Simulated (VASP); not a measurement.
# NaAg2I3 (R-3m) in VASP: a series of runs

NaAg2I3 is run at these levels: PBE; tasks: single point.

Everything below comes from runs of VASP 6.6.1. Logs are shortened: lines on timing, memory, paths and dates and some standing lists are left out, and cuts for length are marked.

## (1) The cell of the first run

It takes space group R-3m (No. 166, trigonal). Conventional cell: a = 6.743 Å, b = 6.743 Å, c = 15.974 Å, α = 90.00°, β = 90.00°, γ = 120.00°. Na (site symmetry -3m) has 6 I at 3.30 Å and 6 Ag at 3.95 Å within 4.3 Å. Ag (site symmetry 3m) has 9 I at 3.84 to 3.93 Å and 3 Na at 3.95 Å and 4 Ag at 4.02 to 4.11 Å within 5.0 Å. Within 4.3 Å of I (site symmetry 2/m) lie 2 Na at 3.30 Å and 4 I at 3.37 Å and 6 Ag at 3.84 to 3.93 Å.

The cell was built from a structure type or drawn by symmetry, and may not be a known phase.

## (2) Single point, PBE

INCAR

```
PREC = Accurate ; ENCUT = 520
EDIFF = 1E-6 ; ISMEAR = 0
SIGMA = 0.1 ; LREAL = F
LASPH = T ; NELM = 80
ALGO = Normal ; ISIF = 2
LWAVE = F ; LCHARG = F
GGA = PE ; NBANDS = 34
```

KPOINTS

```
regular mesh
0
Gamma
  3 3 3
```

POSCAR

```
NaAg2I3
1.0
    3.3713653400      1.9464586900      5.3247740200
   -3.3713653400      1.9464586900      5.3247740200
    0.0000000000     -3.8929173800      5.3247740200
Na Ag I
1 2 3
Direct
    0.0000000000      0.0000000000      0.0000000000
    0.6258687400      0.6258687400      0.6258687400
    0.3741312600      0.3741312600      0.3741312600
    0.0000000000      0.5000000000      0.0000000000
    0.5000000000      0.0000000000      0.0000000000
    0.0000000000      0.0000000000      0.5000000000
```

Potentials or basis: VASP PAW PBE potentials, release 64 (Na_pv, Ag, I).

Run with:

```console
> cat potpaw_PBE.64/Na_pv/POTCAR potpaw_PBE.64/Ag/POTCAR potpaw_PBE.64/I/POTCAR > POTCAR
> mpirun -np 1 vasp_std > vasp.out
```

OUTCAR:

```text
PREC = Accurate
   ENCUT = 520
   EDIFF = 1E-6
   ISMEAR = 0
   LREAL = F
   LASPH = T
   NELM = 80
   ISIF = 2
   GGA = PE

 ion  position               nearest neighbor table
   1  0.000  0.000  0.000-
   2  0.626  0.626  0.626-
   3  0.374  0.374  0.374-
   4  0.000  0.500  0.000-   5 3.37   5 3.37   6 3.37   6 3.37
   5  0.500  0.000  0.000-   4 3.37   4 3.37   6 3.37   6 3.37
   6  0.000  0.000  0.500-   4 3.37   5 3.37   4 3.37   5 3.37

  LATTYP: Found a trigonal (rhomboedric) cell.
 ALAT       =     6.5960612559
 COS(alpha) =     0.4775168706

  Lattice vectors:

 A1 = (   3.3713653400,   1.9464586900,   5.3247740200)
 A2 = (  -3.3713653400,   1.9464586900,   5.3247740200)
 A3 = (   0.0000000000,  -3.8929173800,   5.3247740200)

Analysis of symmetry for initial positions (statically):
=====================================================================
 Subroutine PRICEL returns:
 Original cell was already a primitive cell.

 Routine SETGRP: Setting up the symmetry group for a
 trigonal (rhombohedral) supercell.

 Subroutine GETGRP returns: Found 12 space group operations
 (whereof 12 operations were pure point group operations)
 out of a pool of 12 trial point group operations.

The static configuration has the point symmetry D_3d.

Analysis of symmetry for dynamics (positions and initial velocities):
=====================================================================
 Subroutine PRICEL returns:
 Original cell was already a primitive cell.

 Routine SETGRP: Setting up the symmetry group for a
 trigonal (rhombohedral) supercell.

 Subroutine GETGRP returns: Found 12 space group operations
 (whereof 12 operations were pure point group operations)
 out of a pool of 12 trial point group operations.

The dynamic configuration has the point symmetry D_3d.

 Subroutine INISYM returns: Found 12 space group operations
 (whereof 12 operations are pure point group operations),
 and found     1 'primitive' translations

----------------------------------------------------------------------------------------

                                     Primitive cell

  volume of cell :     209.6541

  direct lattice vectors                    reciprocal lattice vectors
     3.371365340  1.946458690  5.324774020     0.148307866  0.085625586  0.062600466
    -3.371365340  1.946458690  5.324774020    -0.148307866  0.085625586  0.062600466
     0.000000000 -3.892917380  5.324774020     0.000000000 -0.171251173  0.062600466

  length of vectors
     6.596061253  6.596061253  6.596061256     0.182334260  0.182334260  0.182334260

  position of ions in fractional coordinates (direct lattice)
     0.000000000  0.000000000  0.000000000
     0.625868740  0.625868740  0.625868740
     0.374131260  0.374131260  0.374131260
     0.000000000  0.500000000  1.000000000
     0.500000000  0.000000000  1.000000000
     1.000000000  1.000000000  0.500000000

  ion indices of the primitive-cell ions
   primitive index   ion index
                 1           1
                 2           2
                 3           3
                 4           4
                 5           5
                 6           6

----------------------------------------------------------------------------------------

 KPOINTS: regular mesh

Automatic generation of k-mesh.
 Grid dimensions read from file:
 generate k-points for:    3    3    3

 Generating k-lattice:

  Cartesian coordinates                     Fractional coordinates (reciprocal lattice)
     0.049435955  0.028541862  0.020866822     0.333333333  0.000000000 -0.000000000
    -0.049435955  0.028541862  0.020866822     0.000000000  0.333333333 -0.000000000
     0.000000000 -0.057083724  0.020866822    -0.000000000 -0.000000000  0.333333333

  Length of vectors
     0.060778087  0.060778087  0.060778087

  Shift w.r.t. Gamma in fractional coordinates (k-lattice)
     0.000000000  0.000000000  0.000000000

 Subroutine IBZKPT returns following result:
 ===========================================

 Found      6 irreducible k-points:

 Following reciprocal coordinates:
            Coordinates               Weight
  0.000000  0.000000  0.000000      1.000000
  0.333333  0.000000 -0.000000      6.000000
  0.333333  0.333333 -0.000000      6.000000
 -0.333333  0.333333  0.000000      6.000000
  0.333333  0.333333  0.333333      2.000000
 -0.333333  0.333333  0.333333      6.000000
   k-points           NKPTS =      6   k-points in BZ     NKDIM =      6   number of bands    NBANDS=     34
   number of dos      NEDOS =    301   number of ions     NIONS =      6
   total plane-waves  NPLWV = 125000
   dimension x,y,z NGX =    50 NGY =   50 NGZ =   50
   dimension x,y,z NGXF=   100 NGYF=  100 NGZF=  100
   ions per type =               1   2   3
   NGX,Y,Z   is equivalent  to a cutoff of  12.60, 12.60, 12.60 a.u.
   NGXF,Y,Z  is equivalent  to a cutoff of  25.20, 25.20, 25.20 a.u.
 SYSTEM =  unknown system
   PREC   = accura    normal or accurate (medium, high low for compatibility)
   ISTART =      0    job   : 0-new  1-cont  2-samecut
   ICHARG =      2    charge: 1-file 2-atom 10-const
   ISPIN  =      1    spin polarized calculation?
   LNONCOLLINEAR =      F non collinear calculations
   LSORBIT =      F    spin-orbit coupling
   LASPH  =      T    aspherical Exc in radial PAW
   ENCUT  =  520.0 eV  38.22 Ry    6.18 a.u.  12.26 12.26 12.26*2*pi/ulx,y,z
   NELM   =     80;   NELMIN=  2; NELMDL= -5     # of ELM steps
   EDIFF  = 0.1E-05   stopping-criterion for ELM
   LREAL  =      F    real-space projection
   EDIFFG = 0.1E-04   stopping-criterion for IOM
   NSW    =      0    number of steps for IOM
   IBRION =     -1    ionic relax: 0-MD 1-quasi-New 2-CG
   NFREE  =      0    steps in history (QN), initial steepest desc. (CG)
   ISIF   =      2    stress and relaxation
   ISYM   =      2    0-nonsym 1-usesym 2-fastsym
   POTIM  = 0.5000    time-step for ionic-motion
   TEBEG  =    0.0;   TEEND  =   0.0 temperature during run
   PSTRESS=    0.0 pullay stress
   NELECT =      50.0000    total number of electrons
   NUPDOWN=      -1.0000    fix difference up-down
   EMIN   =  10.00;   EMAX   =-10.00  energy-range for DOS
   EFERMI =   0.00;   METHOD = LEGACY
   ISMEAR =     0;   SIGMA  =   0.10  broadening in eV -4-tet -1-fermi 0-gaus
   EFERMI_NEDOS =   21; number of points for ismear=-14 and -15
   IALGO  =     38    algorithm
   IMIX   =      4    mixing-type and parameters
     AMIX     =   0.40;   BMIX     =  1.00
     AMIX_MAG =   1.60;   BMIX_MAG =  1.00
  volume/ion in A,a.u.               =      34.94       235.80
  Fermi-wavevector in a.u.,A,eV,Ry     =   1.015228  1.918503 14.023366  1.030688
  Thomas-Fermi vector in A             =   2.148502
   LORBIT       =      0    0 simple, 1 ext, 2 COOP (PROOUT), +10 PAW based schemes
   GGA     = PE    functional components
   LHFCALC =     F    Hartree Fock is set to
   AEXX    =    0.0000 exact exchange contribution
   IVDW    =     0    specifies the selected vdW correction
   LEPSILON=     F    determine dielectric tensor
   LRPA    =     F    only Hartree local field effects (RPA)
 non-spin polarized calculation
 Gauss-broadening in eV      SIGMA  =   0.10
  energy-cutoff  :      520.00
  volume of cell :      209.65
 maximum number of plane-waves:      5671
 NGX is ok and might be reduce to    50
   NGX = 25   NGY = 25   NGZ = 25

 number of electron      49.9999994 magnetization

 Free energy of the ion-electron system (eV)
  ---------------------------------------------------
  ext. energy  EPLUGINS =         0.00000000
  ---------------------------------------------------
  free energy    TOTEN  =        -9.59055072 eV

  energy without entropy =       -9.53398912  energy(sigma->0) =       -9.56226992

 E-fermi :   3.6370     XC(G=0):  -8.3614

 val. band max:        3.2686811752   @ k =   0.3333   0.3333  -0.0000
 cond. band min:       3.6540278789   @ k =  -0.3333   0.3333   0.0000
 fundamental gap:      0.3853467037
 Fermi energy:         3.6369695171

 k-point     1 :       0.0000    0.0000    0.0000
  band No.  band energies     occupation
      1     -21.2515      2.00000
      2     -21.2515      2.00000
      3     -21.2387      2.00000
      4     -10.3071      2.00000
      5      -8.8040      2.00000
      6      -8.8040      2.00000
[... 26 lines left out ...]
     33       8.9102      0.00000
     34       9.6519      0.00000

 k-point     2 :       0.3333    0.0000   -0.0000
  band No.  band energies     occupation
      1     -21.2516      2.00000
      2     -21.2515      2.00000
      3     -21.2388      2.00000
      4     -10.0525      2.00000
      5      -9.2152      2.00000
      6      -8.8208      2.00000
[... 26 lines left out ...]
     33       9.1549      0.00000
     34       9.4221      0.00000

 k-point     3 :       0.3333    0.3333   -0.0000
  band No.  band energies     occupation
      1     -21.2516      2.00000
      2     -21.2515      2.00000
      3     -21.2389      2.00000
      4     -10.0420      2.00000
      5      -9.2135      2.00000
      6      -8.8268      2.00000
[... 26 lines left out ...]
     33       8.4606      0.00000
     34       9.1998      0.00000

 k-point     4 :      -0.3333    0.3333    0.0000
  band No.  band energies     occupation
      1     -21.2516      2.00000
      2     -21.2515      2.00000
      3     -21.2389      2.00000
      4      -9.6691      2.00000
      5      -9.6529      2.00000
      6      -8.8454      2.00000
[... 26 lines left out ...]
     33       8.7553      0.00000
     34       9.1237      0.00000

 k-point     5 :       0.3333    0.3333    0.3333
  band No.  band energies     occupation
      1     -21.2516      2.00000
      2     -21.2516      2.00000
      3     -21.2389      2.00000
      4     -10.2802      2.00000
      5      -8.8091      2.00000
      6      -8.8091      2.00000
[... 26 lines left out ...]
     33       7.8879      0.00000
     34       8.6704      0.00000

 k-point     6 :      -0.3333    0.3333    0.3333
  band No.  band energies     occupation
      1     -21.2516      2.00000
      2     -21.2516      2.00000
      3     -21.2389      2.00000
      4     -10.0274      2.00000
      5      -9.2235      2.00000
      6      -8.8263      2.00000
[... 26 lines left out ...]
     33       9.0964      0.00000
     34       9.1775      0.00000

------------------------ aborting loop because EDIFF is reached ----------------------------------------

  FORCE on cell =-STRESS in cart. coord.  units (eV):
  Direction    XX          YY          ZZ          XY          YZ          ZX
  --------------------------------------------------------------------------------------
  -------------------------------------------------------------------------------------
  Total        2.3559300      2.3559300     -3.6323914      0.0000000      0.0000000     -0.0000000
  in kB       18.0040213     18.0040213    -27.7587417      0.0000000      0.0000000     -0.0000000
  external PRESSURE =       2.7497670 kB  Pullay stress =       0.0000000 kB

 VOLUME and BASIS-vectors are now :
 -----------------------------------------------------------------------------
  energy-cutoff  :      520.00
  volume of cell :      209.65
      direct lattice vectors                 reciprocal lattice vectors
     3.371365340  1.946458690  5.324774020     0.148307866  0.085625586  0.062600466
    -3.371365340  1.946458690  5.324774020    -0.148307866  0.085625586  0.062600466
     0.000000000 -3.892917380  5.324774020     0.000000000 -0.171251173  0.062600466

 POSITION                                       TOTAL-FORCE (eV/Angst)
 -----------------------------------------------------------------------------------
      0.00000      0.00000      0.00000         0.000000     -0.000000     -0.000000
      0.00000      0.00000      9.99783        -0.000000     -0.000000     -0.022425
      0.00000      0.00000      5.97649        -0.000000      0.000000      0.022425
     -1.68568      0.97323      2.66239        -0.000000     -0.000000     -0.000000
      1.68568      0.97323      2.66239        -0.000000     -0.000000      0.000000
      0.00000     -1.94646      2.66239         0.000000     -0.000000      0.000000
 -----------------------------------------------------------------------------------
    total drift:                               -0.000000      0.000000      0.000000

  FREE ENERGIE OF THE ION-ELECTRON SYSTEM (eV)
  ---------------------------------------------------
  free  energy   TOTEN  =        -9.5905507227 eV

  energy  without entropy=       -9.5339891168  energy(sigma->0) =       -9.56226992
```

Run time: 35 s. Hardware: 1 thread of Intel Xeon 6975P-C (Granite Rapids), shared host; peak memory 0.35 GiB.

Results:

```
Free energy            : -9.5906 eV
Pressure               : 0.3 GPa
Largest force          : 0.022 eV/Å
Band gap on the k mesh : zero (bands 25 and 26 overlap by 0.17 eV)
```

Forces in eV/Å, atoms in the order of the input:
```
Na   0.000  0.000  0.000
Ag   0.000  0.000 -0.022
Ag   0.000  0.000  0.022
I    0.000  0.000  0.000
I    0.000  0.000  0.000
I    0.000  0.000  0.000
```

Stress tensor (GPa, compression positive):
```
 1.80  0.00  0.00
 0.00  1.80  0.00
 0.00  0.00 -2.78
```

Levels at points of the mesh, in eV from the Fermi level:
| k point | band 21 | band 22 | band 23 | band 24 | band 25 | band 26 | band 27 | band 28 |
| --- | --- | --- | --- | --- | --- | --- | --- | --- |
| (0.00, 0.00, 0.00) | -2.34 | -2.34 | -1.96 | -0.51 | 0.16 | 0.16 | 1.12 | 1.78 |

Caveat: the k points lie up to 0.38 Å⁻¹ apart; spin-orbit coupling is left out, which moves the levels of the heavy elements.

## (3) Single point, PBE

This run uses another cell than the first one, of 53.21 Å³/atom.

INCAR

```
ALGO = Normal
EDIFF = 1E-6
ENCUT = 520
GGA = PE
ISIF = 2
ISMEAR = 0
LASPH = True
LCHARG = False
LREAL = False
LWAVE = False
NBANDS = 34
NELM = 60
PREC = Accurate
SIGMA = 0.1
```

KPOINTS

```
k-points
0
Gamma
  6 6 6
```

POSCAR

```
NaAg2I3
1.0
    4.5692189190      2.6380397729      4.4145889946
   -4.5692189190      2.6380397729      4.4145889946
    0.0000000000     -5.2760795457      4.4145889946
Na Ag I
1 2 3
Direct
    0.0000000000      0.0000000000      0.0000000000
    0.7652834450      0.7652834450      0.7652834450
    0.2347165550      0.2347165550      0.2347165550
    0.0000000000      0.5000000000      0.0000000000
    0.5000000000      0.0000000000      0.0000000000
    0.0000000000      0.0000000000      0.5000000000
```

Potentials or basis: VASP PAW PBE potentials, release 64 (Na_pv, Ag, I).

Run with:

```console
> cat potpaw_PBE.64/Na_pv/POTCAR potpaw_PBE.64/Ag/POTCAR potpaw_PBE.64/I/POTCAR > POTCAR
> mpirun -np 1 vasp_std > vasp.out
```

OUTCAR:

```text
EDIFF = 1E-6
   ENCUT = 520
   GGA = PE
   ISIF = 2
   ISMEAR = 0
   LASPH = True
   LREAL = False
   NELM = 60
   PREC = Accurate

 ion  position               nearest neighbor table
   1  0.000  0.000  0.000-   2 3.11   3 3.11
   2  0.765  0.765  0.765-   4 2.79   5 2.79   6 2.79   1 3.11
   3  0.235  0.235  0.235-   4 2.79   5 2.79   6 2.79   1 3.11
[... 1098 lines left out ...]
  --------------------------------------------------------------------------------------
  -------------------------------------------------------------------------------------
  Total       -0.0685677     -0.0685677     -0.0153485      0.0000000     -0.0000000      0.0000000
  in kB       -0.3440849     -0.3440849     -0.0770214      0.0000000     -0.0000000      0.0000000
  external PRESSURE =      -0.2550637 kB  Pullay stress =       0.0000000 kB

 VOLUME and BASIS-vectors are now :
 -----------------------------------------------------------------------------
  energy-cutoff  :      520.00
  volume of cell :      319.27
      direct lattice vectors                 reciprocal lattice vectors
     4.569218919  2.638039773  4.414588995     0.109427893  0.063178224  0.075507218
    -4.569218919  2.638039773  4.414588995    -0.109427893  0.063178224  0.075507218
     0.000000000 -5.276079546  4.414588995     0.000000000 -0.126356447  0.075507218

 POSITION                                       TOTAL-FORCE (eV/Angst)
 -----------------------------------------------------------------------------------
      0.00000      0.00000      0.00000         0.000000     -0.000000     -0.000000
      0.00000      0.00000     10.13524         0.000000      0.000000      0.007441
      0.00000      0.00000      3.10853         0.000000     -0.000000     -0.007441
     -2.28461      1.31902      2.20729        -0.000000      0.000000      0.000000
      2.28461      1.31902      2.20729         0.000000     -0.000000      0.000000
      0.00000     -2.63804      2.20729        -0.000000     -0.000000     -0.000000
 -----------------------------------------------------------------------------------
    total drift:                               -0.000000      0.000000     -0.000000

  FREE ENERGIE OF THE ION-ELECTRON SYSTEM (eV)
  ---------------------------------------------------
  free  energy   TOTEN  =       -13.6487633444 eV

  energy  without entropy=      -13.6487633444  energy(sigma->0) =      -13.64876334
```

stdout:

```text
POSCAR found type information on POSCAR NaAgI
 POSCAR found :  3 types and       6 ions
 scaLAPACK will be used
 LDA part: xc-table for (Slater+PW92), standard interpolation
 POSCAR, INCAR and KPOINTS ok, starting setup
 FFT: planning ... GRIDC
 FFT: planning ... GRID_SOFT
 FFT: planning ... GRID
 WAVECAR not read
 entering main loop
```

Run time: 3.2 min. Hardware: 1 thread of Intel Xeon 6975P-C (Granite Rapids), shared host; peak memory 0.59 GiB.

What came out:

- Free energy: -13.6488 eV
- Pressure: 0.0 GPa
- Largest force: 0.007 eV/Å
- Band gap on the k mesh: 1.27 eV (least direct gap 1.30 eV)

Forces in eV/Å, atoms in the order of the input:
```
Na   0.000  0.000  0.000
Ag   0.000  0.000  0.007
Ag   0.000  0.000 -0.007
I    0.000  0.000  0.000
I    0.000  0.000  0.000
I    0.000  0.000  0.000
```

Levels at points of the mesh, in eV from the valence-band top:
| k point | band 21 | band 22 | band 23 | band 24 | band 25 | band 26 | band 27 | band 28 | band 29 | band 30 |
| --- | --- | --- | --- | --- | --- | --- | --- | --- | --- | --- |
| (0.00, 0.00, 0.00) | -1.11 | -0.95 | -0.63 | -0.03 | -0.03 | 1.27 | 3.13 | 4.29 | 4.82 | 5.06 |
| (0.50, 0.00, 0.00) | -1.07 | -1.04 | -0.81 | -0.77 | -0.24 | 2.58 | 3.48 | 4.05 | 5.35 | 5.75 |
| (0.50, 0.50, 0.00) | -1.13 | -0.81 | -0.77 | -0.67 | -0.20 | 2.76 | 3.64 | 4.80 | 5.02 | 5.45 |
| (0.50, 0.50, 0.50) | -0.68 | -0.68 | -0.49 | 0.00 | 0.00 | 1.52 | 3.99 | 4.59 | 5.13 | 5.13 |

Caveat: spin-orbit coupling is left out, which moves the levels of the heavy elements. A k mesh can miss the band edges.

(Part 1 of 2 ends here.)
